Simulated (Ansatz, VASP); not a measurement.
One calculation of BeS, two programs

```
Be S
1.0
     0.00000    2.46973    2.46973
     2.46973    0.00000    2.46973
     2.46973    2.46973    0.00000
Be S
1 1
Direct
  0.00000 0.00000 0.00000
  0.25000 0.25000 0.25000
```

Change from the starting cell: volume scaled by 1.04.

Alike in both runs: task single point; functional PBE; k mesh 12 × 12 × 12; occupations fermi-dirac, width 0.05 eV; no spin polarisation.

```csv
,VASP,Ansatz
version,VASP 6.6.1,Ansatz 0.2.0
potentials or method,"VASP PAW PBE potentials, release 64 (Be, S), cutoff 520 eV","all-electron LAPW, scalar-relativistic"
```

```tsv
	VASP	Ansatz	Ansatz less VASP
gap on the k mesh at the Fermi level (eV)	3.23	3.23	-0.001
pressure (GPa)	-3.3	-3.4	-0.03
```

Ansatz ran all-electron here, and VASP with PAW potentials.
